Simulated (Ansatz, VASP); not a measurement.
# Ti2Al in VASP and in Ansatz

```
Ti Al
1.0
     4.16211    0.00000    0.00000
    -2.08106    3.60449    0.00000
     0.00000    0.00000    2.89066
Ti Al
2 1
Cartesian
  0.0000 2.4030 1.2430
  2.0811 1.2015 1.6477
  0.0000 0.0000 0.0000
```

Change from the starting cell: species swapped into the SmCd2 type (P-3m1, No. 164).

Alike in both runs: task single point; functional PBE; k mesh 6 × 6 × 6; occupations gaussian, width 0.1 eV; no spin polarisation.

```csv
,VASP,Ansatz
version,VASP 6.6.1,Ansatz 0.2.0
potentials or method,"VASP PAW PBE potentials, release 64 (Ti_sv, Al), cutoff 520 eV","scalar-relativistic, plane waves, PAW"
valence electrons in the cell,27,27
```

VASP gave:

- gap on the k mesh at the Fermi level (eV): none
- pressure (GPa): 17.6
- traceless stress, the component that is largest in VASP (GPa): -18.24
- rms of the force components (eV/Å): 0.298

Question: Estimate Ansatz's values.

Answer: gap on the k mesh at the Fermi level (eV): none; pressure (GPa): 17.7; traceless stress, the component that is largest in VASP (GPa): -18.21; rms of the force components (eV/Å): 0.299.

Atom by atom the forces differ by 0.001 eV/Å (rms over components). A gap of «none» marks a metal or a gap that the smearing closes.

The k mesh is coarse, so the values compare programs but aren't converged.
